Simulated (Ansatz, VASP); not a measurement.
## Os in VASP and in Ansatz

```
Os
1.0
     2.73410    0.00000    0.00000
    -1.36705    2.36780    0.00000
     0.00000    0.00000    4.36290
Os
2
Direct
  0.33333 0.66667 0.25000
  0.66667 0.33333 0.75000
```

Change from the starting cell: zz strain of +1 %, PAW files.

Alike in both runs: task electric field gradients; functional PBEsol; k mesh 15 × 15 × 9; occupations fermi-dirac, width 0.05 eV; no spin polarisation.

|  | VASP | Ansatz |
| --- | --- | --- |
| version | VASP 6.6.1 | Ansatz 0.2.0 |
| potentials or method | VASP PAW PBE potentials, release 64 (Os) | PAW with Ansatz's default frozen-core files, scalar-relativistic |
| plane-wave cutoff (eV) | 520 | 420 |
| valence electrons in the cell | 16 | 32 |

VASP gave:

| Quantity | Value |
| --- | --- |
| pressure (GPa) | -6.8 |
| traceless stress, the component that is largest in VASP (GPa) | -3.87 |
| size of Vzz on the site where it differs most (V/Å²) | 57.4 |

**Question.** Which values does Ansatz return?

**Answer.** Pressure (GPa): -7.0; traceless stress, the component that is largest in VASP (GPa): -3.85; size of Vzz on the site where it differs most (V/Å²): 42.4.

VASP's potentials were made for PBE, not for PBEsol. With one functional, cell and mesh, what is left measures potentials, basis and numerics. VASP's potentials hold 16 valence electrons a cell and Ansatz's 32, so a difference there can come from the potentials and not from the codes.

Neither program's run includes spin-orbit coupling.
